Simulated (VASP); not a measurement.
Write the native input for VASP 6.6.1 that does the following.

* Task: single point
* Functional: r2SCAN
* Potentials or basis: VASP PAW PBE potentials, release 64 (Rb_sv, Ag)
* Cutoff: 520 eV
* k mesh: 4 × 4 × 4
* Occupations: gaussian, width 0.1 eV
* Spin: no spin polarisation
* Dipole correction: no
* Further INCAR settings: ALGO = Normal; EDIFF = 1e-06; NBANDS = 27

Crystal: Rb3Ag.

```
CELL_PARAMETERS angstrom
6.13615 0.00000 0.00000
0.00000 6.13615 0.00000
0.00000 0.00000 6.13615
ATOMIC_POSITIONS crystal
Rb 0.00000 0.50000 0.50000
Rb 0.50000 0.00000 0.50000
Rb 0.50000 0.50000 0.00000
Ag 0.00000 0.00000 0.00000
```

The input as run:

POSCAR

```
Rb3Ag
1.0
    6.1361480000      0.0000000000      0.0000000000
    0.0000000000      6.1361480000      0.0000000000
    0.0000000000      0.0000000000      6.1361480000
Rb Ag
3 1
Direct
    0.0000000000      0.5000000000      0.5000000000
    0.5000000000      0.0000000000      0.5000000000
    0.5000000000      0.5000000000      0.0000000000
    0.0000000000      0.0000000000      0.0000000000
```

INCAR.step1

```
PREC = Accurate ; ENCUT = 520
ISMEAR = 0 ; SIGMA = 0.1
LREAL = False ; LASPH = True
NELM = 100 ; NBANDS = 27
GGA = PE ; ALGO = Normal
EDIFF = 1E-4 ; LWAVE = True
LCHARG = False
```

INCAR.step2

```
PREC = Accurate ; ENCUT = 520
EDIFF = 1E-6 ; ISMEAR = 0
SIGMA = 0.1 ; LREAL = False
LASPH = True ; NELM = 100
ALGO = Normal ; ISIF = 2
LWAVE = False ; LCHARG = False
METAGGA = R2SCAN ; LMIXTAU = True
NBANDS = 27 ; ISTART = 1
```

KPOINTS

```
Automatic mesh
0
Gamma
  4 4 4
```

Potentials or basis: VASP PAW PBE potentials, release 64 (Rb_sv, Ag).

Command:

```console
$ cat potpaw_PBE.64/Rb_sv/POTCAR potpaw_PBE.64/Ag/POTCAR > POTCAR
$ cp INCAR.step1 INCAR
$ mpirun -np 1 vasp_std > vasp.out
$ cp INCAR.step2 INCAR
$ mpirun -np 1 vasp_std > vasp.out
```

It gave:

```
Pressure               : -0.2 GPa
Band gap on the k mesh : zero (band 19 reaches 2.02 eV, above the bottom of band 20 at 0.99 eV)
```

Caveat: the PAW data sets were made with another functional, which shifts forces and pressure a little.

Wall time 10 min on 1 thread of Intel(R) Xeon(R) Platinum 8375C CPU @ 2.90GHz (Ice Lake), on a shared host, peak memory 0.38 GiB.
